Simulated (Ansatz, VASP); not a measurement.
**Two plane-wave programs on CuO**

```
Cu O
1.0
     2.64591    0.00000    0.00000
     0.00000    2.64591    0.00000
     0.00000    0.00000    2.64591
Cu O
1 1
Cartesian
  0.0000 0.0000 0.0000
  1.3230 1.3230 1.3230
```

Alike in both runs: functional PBE; k mesh 6 × 6 × 6; occupations gaussian, width 0.1 eV; collinear spin.

Ansatz relaxed the structure, and its values are those at the end. VASP's run is a single point on that final structure, the one shown.

|  | VASP | Ansatz |
| --- | --- | --- |
| version | VASP 6.6.1 | Ansatz 0.2.0 |
| potentials or method | VASP PAW PBE potentials, release 64 (Cu, O), cutoff 520 eV | scalar-relativistic, plane waves, PAW |
| valence electrons in the cell | 17 | 25 |

|  | VASP | Ansatz | Ansatz less VASP |
| --- | --- | --- | --- |
| gap on the k mesh at the Fermi level (eV) | none | none | - |
| pressure (GPa) | -0.1 | 0.0 | +0.05 |
| net moment per atom (μB) | 0.49 | 0.49 | 0.000 |
| size of the moment on the site where the two differ most (μB) | 0.50 | 0.55 | +0.042 |

Site moments also hang on the region over which each program counts them. A gap of «none» marks a metal or a gap that the smearing closes. VASP's potentials hold 17 valence electrons a cell and Ansatz's 25, so a difference there can come from the potentials and not from the codes.

The k mesh is coarse, so the values compare programs but aren't converged.
